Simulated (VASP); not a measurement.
# Nb20H (a cell with a defect) in VASP: single point with LDA

Aim: the single point of Nb20H (a cell with a defect) with LDA.

Everything below comes from runs of VASP 6.6.1. Logs are shortened: lines on timing, memory, paths and dates and some standing lists are left out, and cuts for length are marked.

### Step 1. The cell of the first run

The cell holds a defect, 21 atoms: a = 7.078 Å, b = 7.078 Å, c = 7.078 Å, α = 80.92°, β = 80.92°, γ = 80.92°.

### Step 2. Single point, LDA (with an interstitial atom, then relaxed in part)

Contents of INCAR:

```
SYSTEM = Nb20H
PREC = Accurate ; ENCUT = 400
EDIFF = 1E-6 ; ISMEAR = 0
SIGMA = 0.1 ; LREAL = .False.
LASPH = .True. ; NELM = 120
ALGO = Normal ; ISIF = 2
LWAVE = .False. ; LCHARG = .False.
GGA = CA ; NBANDS = 146
GGA_COMPAT = .False.
```

Contents of KPOINTS:

```
Automatic mesh
0
Gamma
  3 3 3
  0 0 0
```

Contents of POSCAR:

```
Nb20H
1.0
   -4.8714952684     -4.8714952684      1.6238317561
   -4.8714952684      1.6238317561     -4.8714952684
    1.6238317561     -4.8714952684     -4.8714952684
Nb H
20 1
Direct
    0.7995080315      0.7955059080      0.7913805106
    0.4008316613      0.8994609370      0.8996429578
    0.9002409899      0.3992857416      0.8998798030
    0.9004877780      0.8991078002      0.3993008691
    0.5967959838      0.5960788527      0.5998183228
    0.1984451157      0.6987245687      0.6995118030
    0.6999639712      0.1990406650      0.6997551014
    0.2998272116      0.3003814354      0.8016599024
    0.6972508743      0.6913764670      0.2059495787
    0.2990295023      0.7996968557      0.3011203298
    0.8000553210      0.2977454800      0.3021563286
    0.3984545152      0.3992916474      0.4016689586
   -0.0015329168      0.4981882655      0.5002927458
    0.4990194867     -0.0011242005      0.5010886427
    0.1006232141      0.0998508035      0.6016858249
    0.4979642559      0.5008080380      0.0000612857
    0.1003685633      0.5995287944      0.1001578948
    0.5941663776      0.1071851737      0.1028828915
    0.2003127702      0.2024909492      0.2033338840
    0.0087378257      0.0030573048      0.0006347928
    0.7755615403      0.8992876149      0.0245468529
```

Potentials or basis: VASP PAW LDA potentials, release 64 (Nb_sv, H).

Started as:

```bash
$ cat potpaw_LDA.64/Nb_sv/POTCAR potpaw_LDA.64/H/POTCAR > POTCAR
$ mpirun -np 1 vasp_std > vasp.out
```

OUTCAR:

```text
SYSTEM = Nb20H
   PREC = Accurate
   ENCUT = 400
   EDIFF = 1E-6
   ISMEAR = 0
   LREAL = .False.
   LASPH = .True.
   NELM = 120
   ISIF = 2
   GGA = CA

 ion  position               nearest neighbor table
   1  0.800  0.796  0.791-  21 1.88   4 2.77   5 2.78   6 2.80   3 2.80   2 2.82   7 2.83   9 2.91
                            20 2.93
   2  0.401  0.899  0.900-  20 2.77  14 2.80  16 2.80   1 2.82   8 2.82  10 2.82   6 2.83  18 2.83

   3  0.900  0.399  0.900-   1 2.80  20 2.80   8 2.81  13 2.81   7 2.82  17 2.82  16 2.83  11 2.83
[... 29 lines left out ...]
  18  0.594  0.107  0.103-  21 1.89  19 2.77  16 2.77  11 2.79  14 2.80   7 2.83   2 2.83  20 2.91
                             9 2.92
  19  0.200  0.202  0.203-  18 2.77  12 2.78  20 2.78  17 2.80  15 2.80  11 2.81   8 2.82  10 2.83

  20  0.009  0.003  0.001-  21 1.88   2 2.77  19 2.78  15 2.80   3 2.80   4 2.82  17 2.83  18 2.91
                             1 2.93
  21  0.776  0.899  0.025-   1 1.88  20 1.88  18 1.89   9 1.89

  LATTYP: Found a trigonal (rhomboedric) cell.
 ALAT       =     7.0781185263
 COS(alpha) =     0.1578947368

  Lattice vectors:

 A1 = (  -4.8714952684,  -4.8714952684,   1.6238317561)
 A2 = (  -4.8714952684,   1.6238317561,  -4.8714952684)
 A3 = (   1.6238317561,  -4.8714952684,  -4.8714952684)

Analysis of symmetry for initial positions (statically):
=====================================================================
 Subroutine PRICEL returns:
 Original cell was already a primitive cell.

 Routine SETGRP: Setting up the symmetry group for a
 trigonal (rhombohedral) supercell.

 Subroutine GETGRP returns: Found  1 space group operations
 (whereof  1 operations were pure point group operations)
 out of a pool of 12 trial point group operations.

The static configuration has the point symmetry C_1 .

Analysis of symmetry for dynamics (positions and initial velocities):
=====================================================================
 Subroutine PRICEL returns:
 Original cell was already a primitive cell.

 Routine SETGRP: Setting up the symmetry group for a
 trigonal (rhombohedral) supercell.

 Subroutine GETGRP returns: Found  1 space group operations
 (whereof  1 operations were pure point group operations)
 out of a pool of 12 trial point group operations.

The dynamic configuration has the point symmetry C_1 .

[... 128 lines left out ...]
   NSW    =      0    number of steps for IOM
   IBRION =     -1    ionic relax: 0-MD 1-quasi-New 2-CG
   NFREE  =      0    steps in history (QN), initial steepest desc. (CG)
   ISIF   =      2    stress and relaxation
   ISYM   =      2    0-nonsym 1-usesym 2-fastsym
   POTIM  = 0.5000    time-step for ionic-motion
   TEBEG  =    0.0;   TEEND  =   0.0 temperature during run
   PSTRESS=    0.0 pullay stress
   NELECT =     261.0000    total number of electrons
   NUPDOWN=      -1.0000    fix difference up-down
   EMIN   =  10.00;   EMAX   =-10.00  energy-range for DOS
   EFERMI =   0.00;   METHOD = LEGACY
   ISMEAR =     0;   SIGMA  =   0.10  broadening in eV -4-tet -1-fermi 0-gaus
   EFERMI_NEDOS =   21; number of points for ismear=-14 and -15
   IALGO  =     38    algorithm
   IMIX   =      4    mixing-type and parameters
     AMIX     =   0.40;   BMIX     =  1.00
     AMIX_MAG =   1.60;   BMIX_MAG =  1.00
  volume/ion in A,a.u.               =      16.31       110.08
  Fermi-wavevector in a.u.,A,eV,Ry     =   1.495262  2.825636 30.420022  2.235809
  Thomas-Fermi vector in A             =   2.607429
   LORBIT       =      0    0 simple, 1 ext, 2 COOP (PROOUT), +10 PAW based schemes
   GGA     = CA    functional components
   LHFCALC =     F    Hartree Fock is set to
   AEXX    =    0.0000 exact exchange contribution
   IVDW    =     0    specifies the selected vdW correction
   LEPSILON=     F    determine dielectric tensor
   LRPA    =     F    only Hartree local field effects (RPA)
 non-spin polarized calculation
 Gauss-broadening in eV      SIGMA  =   0.10
  energy-cutoff  :      400.00
  volume of cell :      342.54
 maximum number of plane-waves:      6243
 NGX is ok and might be reduce to    48
   NGX = 23   NGY = 23   NGZ = 23

 number of electron     260.9999999 magnetization

 Free energy of the ion-electron system (eV)
  ---------------------------------------------------
  ext. energy  EPLUGINS =         0.00000000
  ---------------------------------------------------
  free energy    TOTEN  =      -229.25883042 eV

  energy without entropy =     -229.13306544  energy(sigma->0) =     -229.19594793

 E-fermi :  11.7893     XC(G=0): -13.0031

 val. band max:       11.7889128590   @ k =   0.3333  -0.3333   0.3333
 cond. band min:      11.7962110563   @ k =   0.3333   0.0000  -0.3333
 fundamental gap:      0.0072981974
 Fermi energy:        11.7893195884

 k-point     1 :       0.0000    0.0000    0.0000
  band No.  band energies     occupation
      1     -42.2526      2.00000
      2     -42.0524      2.00000
      3     -42.0506      2.00000
      4     -42.0349      2.00000
      5     -42.0294      2.00000
      6     -42.0154      2.00000
[... 2019 lines left out ...]
    141      13.3387      0.00000
    142      13.4839      0.00000
 [bands above 142 left out]

------------------------ aborting loop because EDIFF is reached ----------------------------------------

  FORCE on cell =-STRESS in cart. coord.  units (eV):
  Direction    XX          YY          ZZ          XY          YZ          ZX
  --------------------------------------------------------------------------------------
  -------------------------------------------------------------------------------------
  Total        1.9860218      1.9918284      1.9872470     -0.7436373     -0.7435573     -0.7508758
  in kB        9.2892687      9.3164277      9.2949994     -3.4782332     -3.4778590     -3.5120897
  external PRESSURE =       9.3002319 kB  Pullay stress =       0.0000000 kB

 VOLUME and BASIS-vectors are now :
 -----------------------------------------------------------------------------
  energy-cutoff  :      400.00
  volume of cell :      342.54
      direct lattice vectors                 reciprocal lattice vectors
    -4.871495268 -4.871495268  1.623831756    -0.092374102 -0.092374102  0.061582735
    -4.871495268  1.623831756 -4.871495268    -0.092374102  0.061582735 -0.092374102
     1.623831756 -4.871495268 -4.871495268     0.061582735 -0.092374102 -0.092374102

 POSITION                                       TOTAL-FORCE (eV/Angst)
 -----------------------------------------------------------------------------------
     -6.48503     -6.45824     -6.43224         0.001795     -0.001501     -0.003701
     -4.87350     -4.87468     -8.11344        -0.001425     -0.002971     -0.000767
     -4.86938     -8.12091     -4.86704         0.001356     -0.000250     -0.001180
     -8.11832     -4.87191     -4.86295         0.000588      0.003036      0.001512
     -4.83708     -4.86137     -4.85671         0.000143     -0.000173     -0.000432
     -3.23467     -3.23978     -6.48926        -0.001389     -0.001548     -0.000709
[... 13 lines left out ...]
     -0.05643     -0.04069     -0.00380         0.003120      0.002091     -0.001335
     -8.11916     -2.43743     -3.24107         0.000575     -0.000188     -0.000514
 -----------------------------------------------------------------------------------
    total drift:                               -0.000317      0.000416     -0.000487

  FREE ENERGIE OF THE ION-ELECTRON SYSTEM (eV)
  ---------------------------------------------------
  free  energy   TOTEN  =      -229.2588304182 eV

  energy  without entropy=     -229.1330654396  energy(sigma->0) =     -229.19594793
```

OSZICAR:

```text
N       E                     dE             d eps       ncg     rms          rms(c)
DAV:   1     0.345112240978E+04    0.34511E+04   -0.12565E+05  4096   0.160E+03
DAV:   2     0.906091166990E+02   -0.33605E+04   -0.33169E+04  5084   0.770E+02
DAV:   3    -0.203227765444E+03   -0.29384E+03   -0.28568E+03  6776   0.162E+02
DAV:   4    -0.234850924115E+03   -0.31623E+02   -0.30227E+02  7016   0.519E+01
DAV:   5    -0.237850987091E+03   -0.30001E+01   -0.28735E+01  7584   0.177E+01    0.362E+01
DAV:   6    -0.230075263231E+03    0.77757E+01   -0.17517E+01  5848   0.164E+01    0.127E+01
DAV:   7    -0.229163375472E+03    0.91189E+00   -0.72539E+00  6152   0.948E+00    0.421E+00
DAV:   8    -0.229216922761E+03   -0.53547E-01   -0.10692E+00  6040   0.422E+00    0.364E+00
DAV:   9    -0.229260148297E+03   -0.43226E-01   -0.38227E-01  5920   0.287E+00    0.564E-01
DAV:  10    -0.229261918707E+03   -0.17704E-02   -0.12361E-01  6168   0.179E+00    0.343E-01
DAV:  11    -0.229258431401E+03    0.34873E-02   -0.30424E-02  6224   0.922E-01    0.189E-01
DAV:  12    -0.229258834056E+03   -0.40266E-03   -0.51588E-03  7480   0.250E-01    0.136E-01
DAV:  13    -0.229258836026E+03   -0.19695E-05   -0.46585E-04  6824   0.961E-02    0.476E-02
DAV:  14    -0.229258834605E+03    0.14208E-05   -0.11749E-04  6600   0.515E-02    0.205E-02
DAV:  15    -0.229258831027E+03    0.35780E-05   -0.43911E-05  6304   0.332E-02    0.118E-02
DAV:  16    -0.229258830418E+03    0.60885E-06   -0.95272E-06  4864   0.152E-02
   1 F= -.22925883E+03 E0= -.22919595E+03  d E =-.125765E+00
```

Wall time 11 min (1 thread of Intel Xeon Platinum 8488C (Sapphire Rapids), shared host); peak memory 0.44 GiB.

Results:

```
Free energy            : -229.2588 eV
Pressure               : 0.9 GPa
Largest force          : 0.007 eV/Å
Band gap on the k mesh : zero (an odd number of electrons rules out a gap without spin polarisation)
```

Forces on the atoms (eV/Å):
```
Nb   0.002 -0.002 -0.004
Nb  -0.001 -0.003 -0.001
Nb   0.001  0.000 -0.001
Nb   0.001  0.003  0.002
Nb   0.000  0.000  0.000
Nb  -0.001 -0.002 -0.001
Nb   0.002 -0.002  0.000
Nb  -0.002 -0.001  0.001
Nb  -0.006  0.003 -0.001
Nb   0.000  0.001  0.001
Nb  -0.001 -0.002  0.002
Nb   0.003  0.000 -0.003
Nb   0.000  0.001  0.002
Nb   0.000 -0.001  0.000
Nb   0.001  0.002  0.001
Nb  -0.003  0.002  0.000
Nb   0.001  0.002 -0.002
Nb   0.000 -0.003  0.007
Nb   0.001  0.001  0.000
Nb   0.003  0.002 -0.001
H    0.001  0.000 -0.001
```

Stress tensor (GPa, compression positive):
```
 0.93 -0.35 -0.35
-0.35  0.93 -0.35
-0.35 -0.35  0.93
```

Caveat: the cell differs from its parent crystal (with an interstitial atom, then relaxed in part).
